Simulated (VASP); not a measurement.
**ZnBi3: single point with RPBE**

ZnBi3:

```
CELL_PARAMETERS angstrom
4.87316 0.00000 0.00000
0.00000 4.87316 0.00000
0.00000 0.00000 4.87316
ATOMIC_POSITIONS crystal
Bi 0.50000 0.50000 0.00000
Bi 0.50000 0.00000 0.50000
Bi 0.00000 0.50000 0.50000
Zn 0.00000 0.00000 0.00000
```

| Item | Value |
| --- | --- |
| Program | VASP 6.6.1 |
| Task | single point |
| Functional | RPBE |
| Potentials or basis | VASP PAW PBE potentials, release 64 (Bi_d, Zn) |
| Cutoff | 520 eV |
| k mesh | 3 × 3 × 3 |
| Occupations | fermi-dirac, width 0.05 eV |
| Spin | no spin polarisation |

| Quantity | Value |
| --- | --- |
| Pressure | 1.9 GPa |

Levels at points of the mesh, in eV from the Fermi level:
| k point | band 26 | band 27 | band 28 | band 29 | band 30 | band 31 |
| --- | --- | --- | --- | --- | --- | --- |
| (0.00, 0.00, 0.00) | -3.59 | -1.90 | 1.22 | 1.22 | 1.22 | 2.59 |

Wall time 29 s on 1 thread of Intel Xeon 6975P-C (shared host), peak memory 0.2 GiB.

Caveat: the k points lie up to 0.43 Å⁻¹ apart; the PAW data sets were made with another functional, which shifts forces and pressure a little; spin-orbit coupling is left out, which moves the levels of the heavy elements.
